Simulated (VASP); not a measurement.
# Sn (Fd-3m) in VASP: further runs

The runs below take Sn through single point, with PBE, r2SCAN.

All numbers are computed with VASP 6.6.1; they aren't measurements. Logs are shortened: lines on timing, memory, paths and dates and some standing lists are left out, and cuts for length are marked.

**1. The cell of the first run**

Symmetry: Fd-3m, No. 227, cubic system. Conventional cell: a = 6.786 Å, b = 6.786 Å, c = 6.786 Å, α = 90.00°, β = 90.00°, γ = 90.00°. Sn (site symmetry -43m) has 4 Sn at 2.94 Å within 3.9 Å.

**2. Single point, PBE (volume changed by +6%)**

The input, INCAR:

```
  ALGO = Normal
  EDIFF = 1E-7
  ENCUT = 520
  GGA = PE
  ISIF = 2
  ISMEAR = -1
  LASPH = True
  LCHARG = False
  LREAL = False
  LWAVE = False
  NBANDS = 21
  NELM = 60
  PREC = Accurate
  SIGMA = 0.02
```

The input, KPOINTS:

```
k-points
0
Gamma
  6 6 6
```

The input, POSCAR:

```
Sn
1.0
    0.0000000000      3.3929880423      3.3929880423
    3.3929880423      0.0000000000      3.3929880423
    3.3929880423      3.3929880423      0.0000000000
Sn
2
Direct
    0.0000000000      0.0000000000      0.0000000000
    0.2500000000      0.2500000000      0.2500000000
```

Potentials or basis: VASP PAW PBE potentials, release 64 (Sn_d).

Launch:

```
$ cat potpaw_PBE.64/Sn_d/POTCAR > POTCAR
$ mpirun -np 1 vasp_std > vasp.out
```

OUTCAR:

```text
EDIFF = 1E-7
   ENCUT = 520
   GGA = PE
   ISIF = 2
   ISMEAR = -1
   LASPH = True
   LREAL = False
   NELM = 60
   PREC = Accurate

 ion  position               nearest neighbor table
   1  0.000  0.000  0.000-   2 2.94   2 2.94   2 2.94   2 2.94
   2  0.250  0.250  0.250-   1 2.94   1 2.94   1 2.94   1 2.94

  LATTYP: Found a face centered cubic cell.
 ALAT       =     6.7859760846

  Lattice vectors:

 A1 = (   0.0000000000,   3.3929880423,   3.3929880423)
 A2 = (   3.3929880423,   0.0000000000,   3.3929880423)
 A3 = (   3.3929880423,   3.3929880423,   0.0000000000)

Analysis of symmetry for initial positions (statically):
=====================================================================
 Subroutine PRICEL returns:
 Original cell was already a primitive cell.

 Routine SETGRP: Setting up the symmetry group for a
 face centered cubic supercell.

 Subroutine GETGRP returns: Found 48 space group operations
 (whereof 24 operations were pure point group operations)
 out of a pool of 48 trial point group operations.

The static configuration has the point symmetry T_d .
 The point group associated with its full space group is O_h .

Analysis of symmetry for dynamics (positions and initial velocities):
=====================================================================
 Subroutine PRICEL returns:
 Original cell was already a primitive cell.

 Routine SETGRP: Setting up the symmetry group for a
 face centered cubic supercell.

 Subroutine GETGRP returns: Found 48 space group operations
 (whereof 24 operations were pure point group operations)
 out of a pool of 48 trial point group operations.

The dynamic configuration has the point symmetry T_d .
 The point group associated with its full space group is O_h .

 Subroutine INISYM returns: Found 48 space group operations
 (whereof 24 operations are pure point group operations),
 and found     1 'primitive' translations

----------------------------------------------------------------------------------------

                                     Primitive cell

  volume of cell :      78.1227

  direct lattice vectors                    reciprocal lattice vectors
     0.000000000  3.392988042  3.392988042    -0.147362736  0.147362736  0.147362736
     3.392988042  0.000000000  3.392988042     0.147362736 -0.147362736  0.147362736
     3.392988042  3.392988042  0.000000000     0.147362736  0.147362736 -0.147362736

  length of vectors
     4.798409706  4.798409706  4.798409706     0.255239745  0.255239745  0.255239745

  position of ions in fractional coordinates (direct lattice)
     0.000000000  0.000000000  0.000000000
     0.250000000  0.250000000  0.250000000

  ion indices of the primitive-cell ions
   primitive index   ion index
                 1           1
                 2           2

----------------------------------------------------------------------------------------

 KPOINTS: k-points

Automatic generation of k-mesh.
 Grid dimensions read from file:
 generate k-points for:    6    6    6

 Generating k-lattice:

  Cartesian coordinates                     Fractional coordinates (reciprocal lattice)
    -0.024560456  0.024560456  0.024560456     0.166666667  0.000000000  0.000000000
     0.024560456 -0.024560456  0.024560456     0.000000000  0.166666667  0.000000000
     0.024560456  0.024560456 -0.024560456     0.000000000  0.000000000  0.166666667

  Length of vectors
     0.042539958  0.042539958  0.042539958

  Shift w.r.t. Gamma in fractional coordinates (k-lattice)
     0.000000000  0.000000000  0.000000000

 Subroutine IBZKPT returns following result:
 ===========================================

 Found     16 irreducible k-points:

 Following reciprocal coordinates:
            Coordinates               Weight
  0.000000  0.000000  0.000000      1.000000
  0.166667  0.000000  0.000000      8.000000
  0.333333  0.000000  0.000000      8.000000
  0.500000  0.000000  0.000000      4.000000
  0.166667  0.166667  0.000000      6.000000
  0.333333  0.166667  0.000000     24.000000
[... 8 lines left out ...]
 -0.333333  0.333333  0.166667     24.000000
 -0.333333  0.500000  0.166667     12.000000
   k-points           NKPTS =     16   k-points in BZ     NKDIM =     16   number of bands    NBANDS=     21
   number of dos      NEDOS =    301   number of ions     NIONS =      2
   total plane-waves  NPLWV =  46656
   dimension x,y,z NGX =    36 NGY =   36 NGZ =   36
   dimension x,y,z NGXF=    72 NGYF=   72 NGZF=   72
   ions per type =               2
   NGX,Y,Z   is equivalent  to a cutoff of  12.47, 12.47, 12.47 a.u.
   NGXF,Y,Z  is equivalent  to a cutoff of  24.95, 24.95, 24.95 a.u.
 SYSTEM =  unknown system
   PREC   = accura    normal or accurate (medium, high low for compatibility)
   ISTART =      0    job   : 0-new  1-cont  2-samecut
   ICHARG =      2    charge: 1-file 2-atom 10-const
   ISPIN  =      1    spin polarized calculation?
   LNONCOLLINEAR =      F non collinear calculations
   LSORBIT =      F    spin-orbit coupling
   LASPH  =      T    aspherical Exc in radial PAW
   ENCUT  =  520.0 eV  38.22 Ry    6.18 a.u.   8.92  8.92  8.92*2*pi/ulx,y,z
   NELM   =     60;   NELMIN=  2; NELMDL= -5     # of ELM steps
   EDIFF  = 0.1E-06   stopping-criterion for ELM
   LREAL  =      F    real-space projection
   EDIFFG = 0.1E-05   stopping-criterion for IOM
   NSW    =      0    number of steps for IOM
   IBRION =     -1    ionic relax: 0-MD 1-quasi-New 2-CG
   NFREE  =      0    steps in history (QN), initial steepest desc. (CG)
   ISIF   =      2    stress and relaxation
   ISYM   =      2    0-nonsym 1-usesym 2-fastsym
   POTIM  = 0.5000    time-step for ionic-motion
   TEBEG  =    0.0;   TEEND  =   0.0 temperature during run
   PSTRESS=    0.0 pullay stress
   NELECT =      28.0000    total number of electrons
   NUPDOWN=      -1.0000    fix difference up-down
   EMIN   =  10.00;   EMAX   =-10.00  energy-range for DOS
   EFERMI =   0.00;   METHOD = LEGACY
   ISMEAR =    -1;   SIGMA  =   0.02  broadening in eV -4-tet -1-fermi 0-gaus
   EFERMI_NEDOS =   21; number of points for ismear=-14 and -15
   IALGO  =     38    algorithm
   IMIX   =      4    mixing-type and parameters
     AMIX     =   0.40;   BMIX     =  1.00
     AMIX_MAG =   1.60;   BMIX_MAG =  1.00
  volume/ion in A,a.u.               =      39.06       263.60
  Fermi-wavevector in a.u.,A,eV,Ry     =   1.162881  2.197526 18.399045  1.352292
  Thomas-Fermi vector in A             =   2.299437
   LORBIT       =      0    0 simple, 1 ext, 2 COOP (PROOUT), +10 PAW based schemes
   GGA     = PE    functional components
   LHFCALC =     F    Hartree Fock is set to
   AEXX    =    0.0000 exact exchange contribution
   IVDW    =     0    specifies the selected vdW correction
   LEPSILON=     F    determine dielectric tensor
   LRPA    =     F    only Hartree local field effects (RPA)
 non-spin polarized calculation
  energy-cutoff  :      520.00
  volume of cell :       78.12
 maximum number of plane-waves:      2126
   NGX = 17   NGY = 17   NGZ = 17

 number of electron      28.0000006 magnetization

 Free energy of the ion-electron system (eV)
  ---------------------------------------------------
  ext. energy  EPLUGINS =         0.00000000
  ---------------------------------------------------
  free energy    TOTEN  =        -7.63441556 eV

  energy without entropy =       -7.63334344  energy(sigma->0) =       -7.63387950

 E-fermi :   4.1124     XC(G=0):  -8.2967

 val. band max:        4.0942891241   @ k =   0.5000   0.0000   0.0000
 cond. band min:       4.2561328086   @ k =   0.3333   0.0000   0.0000
 fundamental gap:      0.1618436845
 Fermi energy:         4.1124065266

 k-point     1 :       0.0000    0.0000    0.0000
  band No.  band energies     occupation
      1     -17.1397      2.00000
      2     -17.1397      2.00000
      3     -17.1397      2.00000
      4     -17.0968      2.00000
      5     -17.0968      2.00000
      6     -16.8840      2.00000
[... 13 lines left out ...]
     20      11.9752      0.00000
     21      11.9752      0.00000

 k-point     2 :       0.1667    0.0000    0.0000
  band No.  band energies     occupation
      1     -17.1506      2.00000
      2     -17.1506      2.00000
      3     -17.1349      2.00000
      4     -17.0812      2.00000
      5     -17.0812      2.00000
      6     -16.9072      2.00000
[... 13 lines left out ...]
     20      11.1166      0.00000
     21      11.1166      0.00000

 k-point     3 :       0.3333    0.0000    0.0000
  band No.  band energies     occupation
      1     -17.1618      2.00000
      2     -17.1617      2.00000
      3     -17.1247      2.00000
      4     -17.0617      2.00000
      5     -17.0617      2.00000
      6     -16.9246      2.00000
[... 13 lines left out ...]
     20      11.4398      0.00000
     21      11.4398      0.00000

 k-point     4 :       0.5000    0.0000    0.0000
  band No.  band energies     occupation
      1     -17.1651      2.00000
      2     -17.1651      2.00000
      3     -17.1194      2.00000
      4     -17.0552      2.00000
      5     -17.0552      2.00000
      6     -16.9298      2.00000
[... 13 lines left out ...]
     20      12.2839      0.00000
     21      12.7119      0.00000

 k-point     5 :       0.1667    0.1667    0.0000
  band No.  band energies     occupation
      1     -17.1499      2.00000
      2     -17.1499      2.00000
      3     -17.1441      2.00000
      4     -17.0823      2.00000
      5     -17.0631      2.00000
      6     -16.9366      2.00000
[... 13 lines left out ...]
     20      10.6494      0.00000
     21      12.2707      0.00000
[... 190 lines left out ...]
     20      12.7142      0.00000
     21      14.2039      0.00000

 k-point    14 :       0.5000    0.3333    0.1667
  band No.  band energies     occupation
      1     -17.1796      2.00000
      2     -17.1753      2.00000
      3     -17.0963      2.00000
      4     -17.0424      2.00000
      5     -17.0111      2.00000
      6     -16.9893      2.00000
[... 13 lines left out ...]
     20      11.9128      0.00000
     21      13.4909      0.00000

 k-point    15 :      -0.3333    0.3333    0.1667
  band No.  band energies     occupation
      1     -17.1889      2.00000
      2     -17.1789      2.00000
      3     -17.0734      2.00000
      4     -17.0240      2.00000
      5     -17.0045      2.00000
      6     -16.9934      2.00000
[... 13 lines left out ...]
     20      13.1375      0.00000
     21      13.2607      0.00000

 k-point    16 :      -0.3333    0.5000    0.1667
  band No.  band energies     occupation
      1     -17.1849      2.00000
      2     -17.1849      2.00000
      3     -17.0513      2.00000
      4     -17.0513      2.00000
      5     -16.9915      2.00000
      6     -16.9915      2.00000
[... 13 lines left out ...]
     20      12.5945      0.00000
     21      13.9630      0.00000

------------------------ aborting loop because EDIFF is reached ----------------------------------------

  FORCE on cell =-STRESS in cart. coord.  units (eV):
  Direction    XX          YY          ZZ          XY          YZ          ZX
  --------------------------------------------------------------------------------------
  -------------------------------------------------------------------------------------
  Total       -0.8896447     -0.8896447     -0.8896447     -0.0000000      0.0000000     -0.0000000
  in kB      -18.2452656    -18.2452656    -18.2452656     -0.0000000      0.0000000     -0.0000000
  external PRESSURE =     -18.2452656 kB  Pullay stress =       0.0000000 kB

 VOLUME and BASIS-vectors are now :
 -----------------------------------------------------------------------------
  energy-cutoff  :      520.00
  volume of cell :       78.12
      direct lattice vectors                 reciprocal lattice vectors
     0.000000000  3.392988042  3.392988042    -0.147362736  0.147362736  0.147362736
     3.392988042  0.000000000  3.392988042     0.147362736 -0.147362736  0.147362736
     3.392988042  3.392988042  0.000000000     0.147362736  0.147362736 -0.147362736

 POSITION                                       TOTAL-FORCE (eV/Angst)
 -----------------------------------------------------------------------------------
      0.00000      0.00000      0.00000         0.000000      0.000000      0.000000
      1.69649      1.69649      1.69649        -0.000000     -0.000000     -0.000000
 -----------------------------------------------------------------------------------
    total drift:                                0.000000      0.000000      0.000000

  FREE ENERGIE OF THE ION-ELECTRON SYSTEM (eV)
  ---------------------------------------------------
  free  energy   TOTEN  =        -7.6344155650 eV

  energy  without entropy=       -7.6333434353  energy(sigma->0) =       -7.63387950
```

Run time: 45 s. Hardware: 1 thread of AMD EPYC 7R43 (Zen 3), shared host; peak memory 0.16 GiB.

Results:

```yaml
Free_energy: -7.6344 eV
Pressure: -1.8 GPa
Band_gap_on_the_k_mesh: zero (band 14 reaches 4.42 eV, above the bottom of band 15 at 4.09 eV)
```

Levels at points of the mesh, in eV from the Fermi level:
| k point | band 10 | band 11 | band 12 | band 13 | band 14 | band 15 | band 16 | band 17 | band 18 | band 19 |
| --- | --- | --- | --- | --- | --- | --- | --- | --- | --- | --- |
| (0.00, 0.00, 0.00) | -20.99 | -9.56 | -1.31 | 0.31 | 0.31 | 0.31 | 2.35 | 2.35 | 2.35 | 5.13 |
| (0.50, 0.00, 0.00) | -20.96 | -8.19 | -5.65 | -0.71 | -0.71 | -0.02 | 3.37 | 3.37 | 5.91 | 7.93 |
| (0.50, 0.50, 0.00) | -20.94 | -6.89 | -6.89 | -1.84 | -1.84 | 1.16 | 1.16 | 7.11 | 7.11 | 8.60 |

Caveat: spin-orbit coupling is left out, which moves the levels of the heavy elements.

**3. Single point, r2SCAN (volume changed by -6%)**

The input, POSCAR:

```
Sn
1.0
    0.0000000000      3.2174385356      3.2174385356
    3.2174385356      0.0000000000      3.2174385356
    3.2174385356      3.2174385356      0.0000000000
Sn
2
Direct
    0.0000000000      0.0000000000      0.0000000000
    0.2500000000      0.2500000000      0.2500000000
```

The input, INCAR.step1:

```
SYSTEM = Sn
  PREC = Accurate
  ENCUT = 520
  ISMEAR = -1
  SIGMA = 0.02
  LREAL = .False.
  LASPH = .True.
  NELM = 100
  NBANDS = 21
  GGA = PE
  ALGO = Normal
  EDIFF = 1E-4
  LWAVE = .True.
  LCHARG = .False.
```

The input, INCAR.step2:

```
SYSTEM = Sn
  PREC = Accurate
  ENCUT = 520
  EDIFF = 1E-6
  ISMEAR = -1
  SIGMA = 0.02
  LREAL = .False.
  LASPH = .True.
  NELM = 100
  ALGO = Normal
  ISIF = 2
  LWAVE = .False.
  LCHARG = .False.
  METAGGA = R2SCAN
  LMIXTAU = .True.
  NBANDS = 21
  ISTART = 1
```

The input, KPOINTS:

```
regular mesh
0
Gamma
  6 6 6
  0 0 0
```

Potentials or basis: VASP PAW PBE potentials, release 64 (Sn_d).

Launch:

```
$ cat potpaw_PBE.64/Sn_d/POTCAR > POTCAR
$ cp INCAR.step1 INCAR
$ mpirun -np 1 vasp_std > vasp.out
$ cp INCAR.step2 INCAR
$ mpirun -np 1 vasp_std > vasp.out
```

OUTCAR:

```text
SYSTEM = Sn
   PREC = Accurate
   ENCUT = 520
   EDIFF = 1E-6
   ISMEAR = -1
   LREAL = .False.
   LASPH = .True.
   NELM = 100
   ISIF = 2
   METAGGA = R2SCAN
   ISTART = 1

 ion  position               nearest neighbor table
   1  0.000  0.000  0.000-   2 2.79   2 2.79   2 2.79   2 2.79
   2  0.250  0.250  0.250-   1 2.79   1 2.79   1 2.79   1 2.79

  LATTYP: Found a face centered cubic cell.
 ALAT       =     6.4348770712

  Lattice vectors:

[... 561 lines left out ...]

------------------------ aborting loop because EDIFF is reached ----------------------------------------

  FORCE on cell =-STRESS in cart. coord.  units (eV):
  Direction    XX          YY          ZZ          XY          YZ          ZX
  --------------------------------------------------------------------------------------
  -------------------------------------------------------------------------------------
  Total        1.2690854      1.2690854      1.2690854      0.0000000      0.0000000     -0.0000000
  in kB       30.5239443     30.5239443     30.5239443      0.0000000      0.0000000     -0.0000000
  external PRESSURE =      30.5239443 kB  Pullay stress =       0.0000000 kB

 VOLUME and BASIS-vectors are now :
 -----------------------------------------------------------------------------
  energy-cutoff  :      520.00
  volume of cell :       66.61
      direct lattice vectors                 reciprocal lattice vectors
     0.000000000  3.217438536  3.217438536    -0.155403124  0.155403124  0.155403124
     3.217438536  0.000000000  3.217438536     0.155403124 -0.155403124  0.155403124
     3.217438536  3.217438536  0.000000000     0.155403124  0.155403124 -0.155403124

 POSITION                                       TOTAL-FORCE (eV/Angst)
 -----------------------------------------------------------------------------------
      0.00000      0.00000      0.00000        -0.000000      0.000000      0.000000
      1.60872      1.60872      1.60872         0.000000     -0.000000     -0.000000
 -----------------------------------------------------------------------------------
    total drift:                                0.000000      0.000000      0.000000

  FREE ENERGIE OF THE ION-ELECTRON SYSTEM (eV)
  ---------------------------------------------------
  free  energy   TOTEN  =       -49.4236959958 eV

  energy  without entropy=      -49.4233411925  energy(sigma->0) =      -49.42351859
```

It took 2.8 min on 1 thread of AMD EPYC 7R43 (Zen 3), shared host; peak memory 0.17 GiB.

What came out:

- Free energy: -49.4237 eV
- Pressure: 3.1 GPa
- Band gap on the k mesh: zero (filled and empty bands touch)

Levels at points of the mesh, in eV from the Fermi level:
```csv
k point,band 11,band 12,band 13,band 14,band 15,band 16,band 17,band 18
"(0.00, 0.00, 0.00)",-11.33,-0.19,-0.01,-0.01,-0.01,2.20,2.20,2.20
"(0.50, 0.00, 0.00)",-9.56,-6.72,-1.33,-1.33,0.18,3.35,3.35,5.91
"(0.50, 0.50, 0.00)",-7.97,-7.97,-2.79,-2.79,0.87,0.87,8.31,8.31
```

Caveat: the PAW data sets were made with another functional, which shifts forces and pressure a little; spin-orbit coupling is left out, which moves the levels of the heavy elements.
